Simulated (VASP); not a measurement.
MgS, 2 atoms in the cell. The structure is cubic, space group F-43m (No. 216). Conventional cell: a = 5.662 Å, b = 5.662 Å, c = 5.662 Å, α = 90.00°, β = 90.00°, γ = 90.00°. Within 3.2 Å of Mg (site symmetry -43m) lie 4 S at 2.45 Å. Within 3.2 Å of S (site symmetry -43m) lie 4 Mg at 2.45 Å. 

```yaml
Program: VASP 6.6.1
Task: single point
Functional: LDA
Potentials_or_basis: VASP PAW LDA potentials, release 64 (Mg, S)
Cutoff: 600 eV
k_mesh: 6 × 6 × 6
Occupations: gaussian, width 0.01 eV
Spin: no spin polarisation
Dipole_correction: no
Further_INCAR_settings: ALGO = Normal; EDIFF = 1e-06; NBANDS = 11
```

Potentials or basis: VASP PAW LDA potentials, release 64 (Mg, S).

Run with:

```console
$ cat potpaw_LDA.64/Mg/POTCAR potpaw_LDA.64/S/POTCAR > POTCAR
$ mpirun -np 1 vasp_std > vasp.out
```

Hardware: 1 thread of Intel(R) Xeon(R) Platinum 8259CL CPU @ 2.50GHz (Skylake/Cascade Lake), on a shared host.

Problem. How long does it take, and how much memory?

Solution. Run time: 6 s on 1 thread of Intel(R) Xeon(R) Platinum 8259CL CPU @ 2.50GHz (Skylake/Cascade Lake), on a shared host, peak memory 0.15 GiB. Counts: scf iterations 12, k points 16.
